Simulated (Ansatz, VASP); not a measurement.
## Two plane-wave programs on AlN

```
CELL_PARAMETERS angstrom
-3.31348 0.00000 0.00000
0.00000 0.00000 -4.18759
0.00000 -5.73911 0.00000
ATOMIC_POSITIONS crystal
Al 0.54442 0.24231 0.16667
Al 0.95558 0.24231 0.66667
Al 0.04442 0.74231 0.33333
Al 0.45558 0.74231 0.83333
N 0.54280 0.76481 0.16667
N 0.95720 0.76481 0.66667
N 0.04280 0.26481 0.33333
N 0.45720 0.26481 0.83333
```

Change from the starting cell: mode 4 frozen in at -0.147 Å and mode 5 at -0.062 Å (largest displacements).

Alike in both runs: task single point; functional PBE; k mesh 8 × 6 × 4; occupations gaussian, width 0.05 eV; no spin polarisation.

```csv
,VASP,Ansatz
version,VASP 6.6.1,Ansatz 0.2.0
potentials or method,"VASP PAW PBE potentials, release 64 (Al, N), cutoff 520 eV","scalar-relativistic, plane waves, PAW"
valence electrons in the cell,32,32
```

Ansatz gave:

```
gap on the k mesh at the Fermi level (eV)                     : 3.22
least direct gap on the mesh (eV)                             : 3.22
pressure (GPa)                                                : -0.4
traceless stress, the component that is largest in VASP (GPa) : 2.19
rms of the force components (eV/Å)                            : 0.259
```

What did VASP give for the same quantities?

gap on the k mesh at the Fermi level (eV): 3.23; least direct gap on the mesh (eV): 3.23; pressure (GPa): -0.5; traceless stress, the component that is largest in VASP (GPa): 2.30; rms of the force components (eV/Å): 0.260.

Atom by atom the forces differ by 0.002 eV/Å (rms over components). The functional is the same, so the differences come from potentials, cutoffs and numerics.
